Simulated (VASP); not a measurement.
# KI (Cmme) in VASP: relaxation of cell and atoms with PBE

Aim: the relaxation of cell and atoms of KI with PBE.

Program: VASP 6.6.1. These are calculated values, not measurements. Logs are shortened: lines on timing, memory, paths and dates and some standing lists are left out, and cuts for length are marked.

## 1. The cell of the first run

It takes space group Cmme (No. 67, orthorhombic). The conventional cell has a = 5.844 Å, b = 7.756 Å, c = 9.024 Å, α = 90.00°, β = 90.00°, γ = 90.00°. K (site symmetry mm2) has 2 I at 2.69 Å within 3.5 Å. I (site symmetry 2/m) has 2 K at 2.69 Å and 2 I at 2.92 Å within 3.5 Å.

The cell was generated, and may not be a known phase.

## 2. Relaxation of cell and atoms, PBE

Contents of INCAR:

```
  ALGO = Normal
  EDIFF = 1E-7
  EDIFFG = -0.04
  ENCUT = 600
  GGA = PE
  IBRION = 2
  ISIF = 3
  ISMEAR = 0
  LASPH = True
  LCHARG = False
  LREAL = False
  LWAVE = False
  NELM = 100
  NSW = 90
  PREC = Accurate
  SIGMA = 0.1
```

Contents of KPOINTS:

```
k-points
0
Gamma
  4 4 2
```

Contents of POSCAR:

```
KI
1.0
    2.9221509741     -3.8781681469      0.0000000000
    2.9221509741      3.8781681469      0.0000000000
    0.0000000000      0.0000000000      9.0238342569
K I
2 2
Direct
    0.7500000000      0.2500000000      0.7500000000
    0.2500000000      0.7500000000      0.2500000000
    0.0000000000      0.5000000000      0.0000000000
    0.5000000000      0.0000000000      0.0000000000
```

Potentials or basis: VASP PAW PBE potentials, release 64 (K_sv, I).

Launch:

```sh
cat potpaw_PBE.64/K_sv/POTCAR potpaw_PBE.64/I/POTCAR > POTCAR
mpirun -np 1 vasp_std > vasp.out
```

OUTCAR:

```text
EDIFF = 1E-7
   EDIFFG = -0.04
   ENCUT = 600
   GGA = PE
   IBRION = 2
   ISIF = 3
   ISMEAR = 0
   LASPH = True
   LREAL = False
   NELM = 100
   NSW = 90
   PREC = Accurate

 ion  position               nearest neighbor table
   1  0.750  0.250  0.750-   3 2.69   4 2.69
   2  0.250  0.750  0.250-   3 2.69   4 2.69
   3  0.000  0.500  0.000-   1 2.69   2 2.69   4 2.92   4 2.92
   4  0.500  0.000  0.000-   1 2.69   2 2.69   3 2.92   3 2.92

  LATTYP: Found a base centered orthorhombic cell.
 ALAT       =     5.8443019482
 B/A-ratio  =     1.3271621423
 C/A-ratio  =     1.5440397051

  Lattice vectors:

 A1 = (   2.9221509741,  -3.8781681469,   0.0000000000)
 A2 = (   2.9221509741,   3.8781681469,   0.0000000000)
 A3 = (   0.0000000000,   0.0000000000,   9.0238342569)

Analysis of symmetry for initial positions (statically):
=====================================================================
 Subroutine PRICEL returns:
 Original cell was already a primitive cell.

 Routine SETGRP: Setting up the symmetry group for a
 base centered orthorhombic supercell.

 Subroutine GETGRP returns: Found  8 space group operations
 (whereof  4 operations were pure point group operations)
 out of a pool of  8 trial point group operations.

The static configuration has the point symmetry C_2h.
 The point group associated with its full space group is D_2h.

Analysis of symmetry for dynamics (positions and initial velocities):
=====================================================================
 Subroutine PRICEL returns:
 Original cell was already a primitive cell.

 Routine SETGRP: Setting up the symmetry group for a
 base centered orthorhombic supercell.

 Subroutine GETGRP returns: Found  8 space group operations
 (whereof  4 operations were pure point group operations)
 out of a pool of  8 trial point group operations.

The dynamic configuration has the point symmetry C_2h.
 The point group associated with its full space group is D_2h.

 Subroutine INISYM returns: Found  8 space group operations
 (whereof  4 operations are pure point group operations),
 and found     1 'primitive' translations

----------------------------------------------------------------------------------------

                                     Primitive cell

  volume of cell :     204.5269

  direct lattice vectors                    reciprocal lattice vectors
     2.922150974 -3.878168147  0.000000000     0.171106833 -0.128926849  0.000000000
     2.922150974  3.878168147  0.000000000     0.171106833  0.128926849  0.000000000
     0.000000000  0.000000000  9.023834257     0.000000000  0.000000000  0.110817638

  length of vectors
     4.855837157  4.855837157  9.023834257     0.214242108  0.214242108  0.110817638

  position of ions in fractional coordinates (direct lattice)
     0.750000000  0.250000000  0.750000000
     0.250000000  0.750000000  0.250000000
     0.000000000  0.500000000  0.000000000
     0.500000000  0.000000000  0.000000000

  ion indices of the primitive-cell ions
   primitive index   ion index
                 1           1
                 2           2
                 3           3
                 4           4

----------------------------------------------------------------------------------------

 KPOINTS: k-points

Automatic generation of k-mesh.
 Grid dimensions read from file:
 generate k-points for:    4    4    2

 Generating k-lattice:

  Cartesian coordinates                     Fractional coordinates (reciprocal lattice)
     0.042776708 -0.032231712  0.000000000     0.250000000  0.000000000  0.000000000
     0.042776708  0.032231712  0.000000000     0.000000000  0.250000000  0.000000000
     0.000000000  0.000000000  0.055408819     0.000000000  0.000000000  0.500000000

  Length of vectors
     0.053560527  0.053560527  0.055408819

  Shift w.r.t. Gamma in fractional coordinates (k-lattice)
     0.000000000  0.000000000  0.000000000

 Subroutine IBZKPT returns following result:
 ===========================================

 Found     14 irreducible k-points:

 Following reciprocal coordinates:
            Coordinates               Weight
  0.000000  0.000000  0.000000      1.000000
  0.250000 -0.000000  0.000000      4.000000
  0.500000 -0.000000  0.000000      2.000000
  0.250000  0.250000  0.000000      2.000000
  0.500000  0.250000  0.000000      4.000000
 -0.250000  0.250000  0.000000      2.000000
  0.500000  0.500000  0.000000      1.000000
  0.000000  0.000000  0.500000      1.000000
  0.250000 -0.000000  0.500000      4.000000
  0.500000 -0.000000  0.500000      2.000000
  0.250000  0.250000  0.500000      2.000000
  0.500000  0.250000  0.500000      4.000000
 -0.250000  0.250000  0.500000      2.000000
  0.500000  0.500000  0.500000      1.000000
   k-points           NKPTS =     14   k-points in BZ     NKDIM =     14   number of bands    NBANDS=     20
   number of dos      NEDOS =    301   number of ions     NIONS =      4
   total plane-waves  NPLWV = 115200
   dimension x,y,z NGX =    40 NGY =   40 NGZ =   72
   dimension x,y,z NGXF=    80 NGYF=   80 NGZF=  144
   ions per type =               2   2
   NGX,Y,Z   is equivalent  to a cutoff of  13.69, 13.69, 13.26 a.u.
   NGXF,Y,Z  is equivalent  to a cutoff of  27.39, 27.39, 26.53 a.u.
 SYSTEM =  unknown system
   PREC   = accura    normal or accurate (medium, high low for compatibility)
   ISTART =      0    job   : 0-new  1-cont  2-samecut
   ICHARG =      2    charge: 1-file 2-atom 10-const
   ISPIN  =      1    spin polarized calculation?
   LNONCOLLINEAR =      F non collinear calculations
   LSORBIT =      F    spin-orbit coupling
   LASPH  =      T    aspherical Exc in radial PAW
   ENCUT  =  600.0 eV  44.10 Ry    6.64 a.u.   9.70  9.70 18.02*2*pi/ulx,y,z
   NELM   =    100;   NELMIN=  2; NELMDL= -5     # of ELM steps
   EDIFF  = 0.1E-06   stopping-criterion for ELM
   LREAL  =      F    real-space projection
   EDIFFG = -.4E-01   stopping-criterion for IOM
   NSW    =     90    number of steps for IOM
   IBRION =      2    ionic relax: 0-MD 1-quasi-New 2-CG
   NFREE  =      1    steps in history (QN), initial steepest desc. (CG)
   ISIF   =      3    stress and relaxation
   ISYM   =      2    0-nonsym 1-usesym 2-fastsym
   POTIM  = 0.5000    time-step for ionic-motion
   TEBEG  =    0.0;   TEEND  =   0.0 temperature during run
   PSTRESS=    0.0 pullay stress
   NELECT =      32.0000    total number of electrons
   NUPDOWN=      -1.0000    fix difference up-down
   EMIN   =  10.00;   EMAX   =-10.00  energy-range for DOS
   EFERMI =   0.00;   METHOD = LEGACY
   ISMEAR =     0;   SIGMA  =   0.10  broadening in eV -4-tet -1-fermi 0-gaus
   EFERMI_NEDOS =   21; number of points for ismear=-14 and -15
   IALGO  =     38    algorithm
   IMIX   =      4    mixing-type and parameters
     AMIX     =   0.40;   BMIX     =  1.00
     AMIX_MAG =   1.60;   BMIX_MAG =  1.00
  volume/ion in A,a.u.               =      51.13       345.05
  Fermi-wavevector in a.u.,A,eV,Ry     =   0.882148  1.667018 10.587846  0.778185
  Thomas-Fermi vector in A             =   2.002740
   LORBIT       =      0    0 simple, 1 ext, 2 COOP (PROOUT), +10 PAW based schemes
   GGA     = PE    functional components
   LHFCALC =     F    Hartree Fock is set to
   AEXX    =    0.0000 exact exchange contribution
   IVDW    =     0    specifies the selected vdW correction
   LEPSILON=     F    determine dielectric tensor
   LRPA    =     F    only Hartree local field effects (RPA)
 conjugate gradient relaxation of ions
 non-spin polarized calculation
 Gauss-broadening in eV      SIGMA  =   0.10
  energy-cutoff  :      600.00
  volume of cell :      204.53
 maximum number of plane-waves:      6843
 NGX is ok and might be reduce to    40
   NGX = 19   NGY = 19   NGZ = 37

--------------------------------------- Ionic step        1  -------------------------------------------

 number of electron      31.9999997 magnetization

 Free energy of the ion-electron system (eV)
  ---------------------------------------------------
  ext. energy  EPLUGINS =         0.00000000
  ---------------------------------------------------
  free energy    TOTEN  =        -3.92096503 eV

  energy without entropy =       -3.90092502  energy(sigma->0) =       -3.91094503

------------------------ aborting loop because EDIFF is reached ----------------------------------------

  FORCE on cell =-STRESS in cart. coord.  units (eV):
  Direction    XX          YY          ZZ          XY          YZ          ZX
  --------------------------------------------------------------------------------------
  -------------------------------------------------------------------------------------
  Total       23.2094750      2.2380530     20.4594037      0.0000000      0.0000000      0.0000000
  in kB      181.8132406     17.5319636    160.2703417      0.0000000      0.0000000      0.0000000
  external PRESSURE =     119.8718486 kB  Pullay stress =       0.0000000 kB
[... 95 lines left out ...]
  FREE ENERGIE OF THE ION-ELECTRON SYSTEM (eV)
  ---------------------------------------------------
  free  energy   TOTEN  =        -7.3777332692 eV

  energy  without entropy=       -7.3571006651  energy(sigma->0) =       -7.36741697

 E-fermi :   0.1133     XC(G=0):  -5.4681

 val. band max:        0.0484878205   @ k =   0.2500  -0.0000   0.5000
 cond. band min:       0.1190457282   @ k =  -0.2500   0.2500   0.0000
 fundamental gap:      0.0705579077
 Fermi energy:         0.1132686896

 k-point     1 :       0.0000    0.0000    0.0000
  band No.  band energies     occupation
      1     -31.6627      2.00000
      2     -31.6627      2.00000
      3     -15.1752      2.00000
      4     -15.1751      2.00000
      5     -15.1537      2.00000
      6     -15.1481      2.00000
[... 311 lines left out ...]
     19       2.3323      0.00000
     20       2.4068      0.00000

 E-fermi :   9.4924     XC(G=0):  -6.4825

 val. band max:        9.4373570824   @ k =  -0.2500   0.2500   0.5000
 cond. band min:       9.5195719572   @ k =   0.5000   0.5000   0.5000
 fundamental gap:      0.0822148748
 Fermi energy:         9.4923836989

 k-point     1 :       0.0000    0.0000    0.0000
  band No.  band energies     occupation
      1     -51.5915      2.00000
      2     -51.4815      2.00000
      3     -32.9520      2.00000
      4     -32.4992      2.00000
      5     -32.4284      2.00000
      6     -32.2653      2.00000
[... 311 lines left out ...]
     19      24.3874      0.00000
     20      24.5110      0.00000

[... ionic steps 4 to 22 ...]

--------------------------------------- Ionic step       23  -------------------------------------------

 number of electron      31.9999990 magnetization

------------------------ aborting loop because EDIFF is reached ----------------------------------------
[... 71 lines left out ...]
--------------------------------------- Ionic step       25  -------------------------------------------

 number of electron      31.9999986 magnetization

 Free energy of the ion-electron system (eV)
  ---------------------------------------------------
  ext. energy  EPLUGINS =         0.00000000
  ---------------------------------------------------
  free energy    TOTEN  =       -10.46903323 eV

  energy without entropy =      -10.46903323  energy(sigma->0) =      -10.46903323

 E-fermi :  -2.0307     XC(G=0):  -4.9964

 val. band max:       -2.4648116509   @ k =   0.5000   0.5000   0.0000
 cond. band min:       1.0405386585   @ k =   0.0000   0.0000   0.0000
 fundamental gap:      3.5053503094
 Fermi energy:        -2.0306577148

 k-point     1 :       0.0000    0.0000    0.0000
  band No.  band energies     occupation
      1     -31.4910      2.00000
      2     -31.4900      2.00000
      3     -15.0462      2.00000
      4     -15.0439      2.00000
      5     -15.0366      2.00000
      6     -14.9485      2.00000
[... 342 lines left out ...]
  FREE ENERGIE OF THE ION-ELECTRON SYSTEM (eV)
  ---------------------------------------------------
  free  energy   TOTEN  =       -10.4690332270 eV

  energy  without entropy=      -10.4690332270  energy(sigma->0) =      -10.46903323

 reached required accuracy - stopping structural energy minimisation
```

Run time: 27 min. Hardware: 1 thread of Intel Xeon Platinum 8259CL at 2.50GHz (Skylake/Cascade Lake), shared host; peak memory 0.4 GiB.

Results:

```
Free energy                           : -10.4690 eV
Relaxed volume                        : 76.42 Å³/atom
Relaxed cell                          : a = 7.965 Å, b = 7.965 Å, c = 5.002 Å, α = 90.00°, β = 90.00°, γ = 105.57°
Space group after relaxing (to 0.1 Å) : Pmmm (No. 47)
Pressure after relaxing               : 0.0 GPa
Largest force after relaxing          : 0.025 eV/Å
Band gap on the k mesh                : 3.51 eV (least direct gap 3.51 eV)
```

Forces in eV/Å, atoms in the order of the input:
```
K    0.000  0.000 -0.025
K    0.000  0.000  0.025
I    0.000  0.000  0.000
I    0.000  0.000  0.000
```

Final structure:
```
CELL_PARAMETERS angstrom
4.81711 -6.34276 0.00000
4.81711 6.34276 0.00000
0.00000 0.00000 5.00203
ATOMIC_POSITIONS crystal
K 0.75000 0.25000 0.50370
K 0.25000 0.75000 0.49630
I 0.00000 0.50000 0.00000
I 0.50000 0.00000 0.00000
```

Levels at points of the mesh, in eV from the valence-band top:
```csv
k point,band 14,band 15,band 16,band 17,band 18,band 19
"(0.00, 0.00, 0.00)",-0.23,-0.15,-0.01,3.51,5.15,5.34
"(0.50, 0.00, 0.00)",-0.26,-0.24,-0.24,4.46,4.46,5.89
"(0.50, 0.50, 0.00)",-0.14,-0.14,0.00,4.60,5.20,5.36
"(0.00, 0.00, 0.50)",-0.18,-0.17,-0.10,5.24,5.36,5.60
"(0.50, 0.00, 0.50)",-0.45,-0.14,-0.14,5.31,5.31,6.11
"(0.50, 0.50, 0.50)",-0.29,-0.17,0.00,5.03,5.24,6.35
```

Caveat: the volume moved by over 15 % at a fixed basis, so the end points are rough; spin-orbit coupling is left out, which moves the levels of the heavy elements. A k mesh can miss the band edges.
